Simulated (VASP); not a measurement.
# W (Fm-3m) in VASP: further runs, part 2 of 2

VASP 6.6.1. The steps go on from the part before.

### 5 Single point, PBEsol

This run uses another cell than the first one, of 15.98 Å³/atom, 0.955 times its volume.

INCAR

```
PREC     = Accurate       # precision mode
ENCUT    = 520            # plane-wave cutoff, eV
EDIFF    = 1E-6           # SCF threshold, eV
ISMEAR   = 0              # smearing method
SIGMA    = 0.1            # smearing width, eV
LREAL    = False          # projectors in reciprocal space
LASPH    = True           # aspherical terms in the spheres
NELM     = 100            # most SCF steps
ALGO     = Fast           # electronic algorithm
ISIF     = 2              # what is computed and relaxed
LWAVE    = False          # write WAVECAR
LCHARG   = False          # write CHGCAR
GGA      = PS             # functional
NBANDS   = 13             # bands
ISYM     = 0
```

KPOINTS

```
regular mesh
0
Gamma
  12 12 15
```

POSCAR

```
W
1.0
    2.8270069230      0.0000000000      0.0000000000
   -1.4135034615      2.4482598120      0.0000000000
    1.4135034615      0.8160866040      2.3082414869
W
1
Direct
    0.0000000000      0.0000000000      0.0000000000
```

Potentials or basis: VASP PAW PBE potentials, release 64 (W_sv).

Run with:

```
> cat potpaw_PBE.64/W_sv/POTCAR > POTCAR
> mpirun -np 1 vasp_std > vasp.out
```

OUTCAR:

```text
PREC = Accurate
   ENCUT = 520
   EDIFF = 1E-6
   ISMEAR = 0
   LREAL = False
   LASPH = True
   NELM = 100
   ISIF = 2
   GGA = PS
   ISYM = 0

 ion  position               nearest neighbor table
   1  0.000  0.000  0.000-

IMPORTANT INFORMATION: All symmetrisations will be switched off!
NOSYMM: (Re-)initialisation of all symmetry stuff for point group C_1.

----------------------------------------------------------------------------------------

                                     Primitive cell

  volume of cell :      15.9759

  direct lattice vectors                    reciprocal lattice vectors
     2.827006923  0.000000000  0.000000000     0.353731005  0.204226691 -0.288820156
    -1.413503461  2.448259812  0.000000000     0.000000000  0.408453382 -0.144410078
     1.413503461  0.816086604  2.308241487     0.000000000  0.000000000  0.433230234

  length of vectors
     2.827006923  2.827006923  2.827006923     0.500251185  0.433230234  0.433230234

  position of ions in fractional coordinates (direct lattice)
     0.000000000  0.000000000  0.000000000

  ion indices of the primitive-cell ions
   primitive index   ion index
                 1           1

----------------------------------------------------------------------------------------

 KPOINTS: regular mesh

Automatic generation of k-mesh.
 Grid dimensions read from file:
 generate k-points for:   12   12   15

 Generating k-lattice:

  Cartesian coordinates                     Fractional coordinates (reciprocal lattice)
     0.029477584  0.017018891 -0.024068346     0.083333333  0.000000000 -0.000000000
     0.000000000  0.034037782 -0.012034173     0.000000000  0.083333333  0.000000000
     0.000000000  0.000000000  0.028882016     0.000000000  0.000000000  0.066666667

  Length of vectors
     0.041687599  0.036102520  0.028882016

  Shift w.r.t. Gamma in fractional coordinates (k-lattice)
     0.000000000  0.000000000  0.000000000

 -----------------------------------------------------------------------------
|                                                                             |
|           W    W    AA    RRRRR   N    N  II  N    N   GGGG   !!!           |
|           W    W   A  A   R    R  NN   N  II  NN   N  G    G  !!!           |
|           W    W  A    A  R    R  N N  N  II  N N  N  G       !!!           |
|           W WW W  AAAAAA  RRRRR   N  N N  II  N  N N  G  GGG   !            |
|           WW  WW  A    A  R   R   N   NN  II  N   NN  G    G                |
|           W    W  A    A  R    R  N    N  II  N    N   GGGG   !!!           |
|                                                                             |
|     Your reciprocal lattice and k-lattice belong to different lattice       |
|     classes:                                                                |
|                                                                             |
|        The reciprocal lattice is body-centered cubic,                       |
|        whereas your k-lattice is base-centered monoclinic.                  |
|                                                                             |
|     Results are often still useful ...                                      |
|                                                                             |
 -----------------------------------------------------------------------------

 WARNING: IBZKPT: internal override: KBLOWUP is changed to .FALSE.
      ... skipping the blow-up phase ...

 Subroutine IBZKPT returns following result:
 ===========================================

 Found   1082 irreducible k-points:

 Following reciprocal coordinates:
            Coordinates               Weight
  0.000000  0.000000  0.000000      1.000000
  0.083333 -0.000000 -0.000000      2.000000
  0.166667 -0.000000 -0.000000      2.000000
  0.250000  0.000000 -0.000000      2.000000
  0.333333  0.000000 -0.000000      2.000000
  0.416667  0.000000 -0.000000      2.000000
[... 16 lines left out ...]
  0.250000  0.166667  0.000000      2.000000
  0.333333  0.166667  0.000000      2.000000
 [... further k-points ...]
   k-points           NKPTS =   1082   k-points in BZ     NKDIM =   1082   number of bands    NBANDS=     13
   number of dos      NEDOS =    301   number of ions     NIONS =      1
   total plane-waves  NPLWV =  13824
   dimension x,y,z NGX =    24 NGY =   24 NGZ =   24
   dimension x,y,z NGXF=    48 NGYF=   48 NGZF=   48
   ions per type =               1
   NGX,Y,Z   is equivalent  to a cutoff of  14.11, 14.11, 14.11 a.u.
   NGXF,Y,Z  is equivalent  to a cutoff of  28.23, 28.23, 28.23 a.u.
 SYSTEM =  unknown system
   PREC   = accura    normal or accurate (medium, high low for compatibility)
   ISTART =      0    job   : 0-new  1-cont  2-samecut
   ICHARG =      2    charge: 1-file 2-atom 10-const
   ISPIN  =      1    spin polarized calculation?
   LNONCOLLINEAR =      F non collinear calculations
   LSORBIT =      F    spin-orbit coupling
   LASPH  =      T    aspherical Exc in radial PAW
   ENCUT  =  520.0 eV  38.22 Ry    6.18 a.u.   5.26  5.26  5.26*2*pi/ulx,y,z
   NELM   =    100;   NELMIN=  2; NELMDL= -5     # of ELM steps
   EDIFF  = 0.1E-05   stopping-criterion for ELM
   LREAL  =      F    real-space projection
   EDIFFG = 0.1E-04   stopping-criterion for IOM
   NSW    =      0    number of steps for IOM
   IBRION =     -1    ionic relax: 0-MD 1-quasi-New 2-CG
   NFREE  =      0    steps in history (QN), initial steepest desc. (CG)
   ISIF   =      2    stress and relaxation
   ISYM   =      0    0-nonsym 1-usesym 2-fastsym
   POTIM  = 0.5000    time-step for ionic-motion
   TEBEG  =    0.0;   TEEND  =   0.0 temperature during run
   PSTRESS=    0.0 pullay stress
   NELECT =      14.0000    total number of electrons
   NUPDOWN=      -1.0000    fix difference up-down
   EMIN   =  10.00;   EMAX   =-10.00  energy-range for DOS
   EFERMI =   0.00;   METHOD = LEGACY
   ISMEAR =     0;   SIGMA  =   0.10  broadening in eV -4-tet -1-fermi 0-gaus
   EFERMI_NEDOS =   21; number of points for ismear=-14 and -15
   IALGO  =     68    algorithm
   IMIX   =      4    mixing-type and parameters
     AMIX     =   0.40;   BMIX     =  1.00
     AMIX_MAG =   1.60;   BMIX_MAG =  1.00
  volume/ion in A,a.u.               =      15.98       107.81
  Fermi-wavevector in a.u.,A,eV,Ry     =   1.566615  2.960473 33.392545  2.454283
  Thomas-Fermi vector in A             =   2.668917
   LORBIT       =      0    0 simple, 1 ext, 2 COOP (PROOUT), +10 PAW based schemes
   GGA     = PS    functional components
   LHFCALC =     F    Hartree Fock is set to
   AEXX    =    0.0000 exact exchange contribution
   IVDW    =     0    specifies the selected vdW correction
   LEPSILON=     F    determine dielectric tensor
   LRPA    =     F    only Hartree local field effects (RPA)
 non-spin polarized calculation
 RMM-DIIS sequential band-by-band and
 Gauss-broadening in eV      SIGMA  =   0.10
  energy-cutoff  :      520.00
  volume of cell :       15.98
 maximum number of plane-waves:       444
 NGX is ok and might be reduce to    24
   NGX = 11   NGY = 11   NGZ = 11

 number of electron      14.0000000 magnetization

 Free energy of the ion-electron system (eV)
  ---------------------------------------------------
  ext. energy  EPLUGINS =         0.00000000
  ---------------------------------------------------
  free energy    TOTEN  =       -13.31385861 eV

  energy without entropy =      -13.30759827  energy(sigma->0) =      -13.31072844

 E-fermi :  10.6922     XC(G=0): -13.7057

 val. band max:       10.6896528066   @ k =   0.2500  -0.0833   0.0667
 cond. band min:      10.6992855907   @ k =   0.1667   0.5000   0.0667
 fundamental gap:      0.0096327841
 Fermi energy:        10.6922491725

 k-point     1 :       0.0000    0.0000    0.0000
  band No.  band energies     occupation
      1     -62.8806      2.00000
      2     -26.4736      2.00000
      3     -26.4730      2.00000
      4     -26.4680      2.00000
      5       1.5432      2.00000
      6      10.0969      2.00000
      7      10.0970      2.00000
      8      10.0992      2.00000
      9      13.3375      0.00000
     10      13.3380      0.00000
     11      23.5494      0.00000
     12      28.8617      0.00000
     13      28.8662      0.00000
[... 353 lines left out ...]
 k-point    24 :       0.3333    0.1667    0.0000
  band No.  band energies     occupation
      1     -62.7303      2.00000
      2     -27.5314      2.00000
      3     -27.0134      2.00000
      4     -26.8550      2.00000
      5       5.7587      2.00000
      6       6.8091      2.00000
      7      10.9955      0.00002
      8      13.7110      0.00000
      9      16.2930      0.00000
     10      17.8630      0.00000
     11      21.1773      0.00000
     12      25.6790      0.00000
     13      26.7471      0.00000

 [... further k-points ...]
[... 5 lines left out ...]
  --------------------------------------------------------------------------------------
  -------------------------------------------------------------------------------------
  Total        0.0255483      0.0001447      0.0654426      0.0219995     -0.0056417     -0.0097719
  in kB        2.5621601      0.0145111      6.5630469      2.2062615     -0.5657901     -0.9799925
  external PRESSURE =       3.0465727 kB  Pullay stress =       0.0000000 kB

 VOLUME and BASIS-vectors are now :
 -----------------------------------------------------------------------------
  energy-cutoff  :      520.00
  volume of cell :       15.98
      direct lattice vectors                 reciprocal lattice vectors
     2.827006923  0.000000000  0.000000000     0.353731005  0.204226691 -0.288820156
    -1.413503461  2.448259812  0.000000000     0.000000000  0.408453382 -0.144410078
     1.413503461  0.816086604  2.308241487     0.000000000  0.000000000  0.433230234

 POSITION                                       TOTAL-FORCE (eV/Angst)
 -----------------------------------------------------------------------------------
      0.00000      0.00000      0.00000         0.000000     -0.000000      0.000000
 -----------------------------------------------------------------------------------
    total drift:                                0.000000     -0.000000      0.000000

  FREE ENERGIE OF THE ION-ELECTRON SYSTEM (eV)
  ---------------------------------------------------
  free  energy   TOTEN  =       -13.3138586118 eV

  energy  without entropy=      -13.3075982743  energy(sigma->0) =      -13.31072844
```

It took 94 s on 1 thread of Intel Xeon Platinum 8559C (Emerald Rapids), shared host; peak memory 0.32 GiB.

Results:

| Property | Result |
| --- | --- |
| Free energy | -13.3139 eV |
| Pressure | 0.3 GPa |
| Band gap on the k mesh | zero (band 7 reaches 13.91 eV, above the bottom of band 8 at 10.10 eV) |

Caveat: the PAW data sets were made with another functional, which shifts forces and pressure a little; spin-orbit coupling is left out, which moves the levels of the heavy elements.

### 6 Single point, PBEsol (volume scaled by 0.94)

INCAR

```
PREC = Accurate
ENCUT = 520
EDIFF = 1E-6
ISMEAR = 0
SIGMA = 0.1
LREAL = False
LASPH = True
NELM = 80
ALGO = Normal
ISIF = 2
LWAVE = False
LCHARG = False
GGA = PS
NBANDS = 13
```

KPOINTS

```
regular mesh
0
Gamma
  18 18 18
```

POSCAR

```
W
1.0
    0.0000000000      1.9581884845      1.9581884845
    1.9581884845      0.0000000000      1.9581884845
    1.9581884845      1.9581884845      0.0000000000
W
1
Direct
    0.0000000000      0.0000000000      0.0000000000
```

Potentials or basis: VASP PAW PBE potentials, release 64 (W_sv).

Run with:

```
> cat potpaw_PBE.64/W_sv/POTCAR > POTCAR
> mpirun -np 1 vasp_std > vasp.out
```

Wall time 37 s (1 thread of Intel Xeon Platinum 8375C at 2.90GHz (Ice Lake), shared host); peak memory 0.16 GiB.

Results (log left out):

| Item | Value |
| --- | --- |
| Free energy | -13.2477 eV |
| Pressure | 22.2 GPa |
| Band gap on the k mesh | zero (band 7 reaches 15.20 eV, above the bottom of band 8 at 10.89 eV) |

Levels at points of the mesh, in eV from the Fermi level:
```csv
k point,band 4,band 5,band 6,band 7,band 8,band 9,band 10,band 11
"(0.00, 0.00, 0.00)",-36.93,-9.44,-0.66,-0.66,-0.66,2.88,2.88,12.95
"(0.50, 0.00, 0.00)",-37.14,-6.09,-0.93,-0.93,0.99,5.72,5.72,11.71
"(0.50, 0.50, 0.00)",-37.49,-6.13,-5.08,3.65,5.68,6.58,6.58,12.56
```

Caveat: the cell differs from its parent crystal (volume scaled by 0.94); the PAW data sets were made with another functional, which shifts forces and pressure a little; spin-orbit coupling is left out, which moves the levels of the heavy elements.

### 7 Overview

```csv
task,cell,k mesh,cutoff (eV),gap on the mesh (eV),pressure (GPa)
relaxation of cell and atoms,"relaxed from a = 2.871 Å, angles 60.0°, 1 atom",8 × 8 × 8,600,none,-0.1
single point,"a = 2.829 Å, angles 60.0°, 1 atom",8 × 8 × 8,520,none,0.7
single point,"a = 2.827 Å, angles 90.0, 60.0, 120.0°, 1 atom",12 × 12 × 15,520,none,0.3
single point,"a = 2.769 Å, angles 60.0°, 1 atom",18 × 18 × 18,520,none,22.2
```

Alike in all rows: level PBEsol; potentials or basis VASP PAW PBE potentials, release 64 (W_sv); no spin polarisation; smearing gaussian 0.1 eV.

Caveats: the PAW data sets were made with another functional, which shifts forces and pressure a little; spin-orbit coupling is left out, which moves the levels of the heavy elements.

Absolute energies hang on the potentials; compare differences alone.
